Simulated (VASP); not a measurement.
Input of a VASP 6.6.1 run:

The input INCAR:

```
ALGO = Normal
EDIFF = 1E-6
ENCUT = 520
GGA = PE
ISIF = 2
ISMEAR = -1
LASPH = T
LCHARG = F
LREAL = F
LWAVE = F
NBANDS = 20
NELM = 60
PREC = Accurate
SIGMA = 0.1
```

Contents of KPOINTS:

```
k-points
0
Gamma
  11 11 11
```

POSCAR

```
MoS2
1.0
    1.5513964098      0.8956987172      6.0386632405
   -1.5513964098      0.8956987172      6.0386632405
    0.0000000000     -1.7913984162      6.0386632405
Mo S
1 2
Direct
    0.0000000000      0.0000000000      0.0000000000
    0.2500000000      0.2500000000      0.2500000000
    0.4170000000      0.4170000000      0.4170000000
```

Potentials or basis: VASP PAW PBE potentials, release 64 (Mo_sv, S).

The run is started by

```sh
$ cat potpaw_PBE.64/Mo_sv/POTCAR potpaw_PBE.64/S/POTCAR > POTCAR
$ mpirun -np 1 vasp_std > vasp.out
```

(1) Estimate the band gap on the k mesh.

(2) What does it give for the largest force?

(3) Predict the pressure.

Results:

(1) 0.90 eV, indirect (least direct gap 2.04 eV).

(2) 1.521 eV/Å.

(3) 15.3 GPa.

Caveat: forces of over 1 eV/Å act on the atoms, so gaps and moduli don't describe the material at rest.
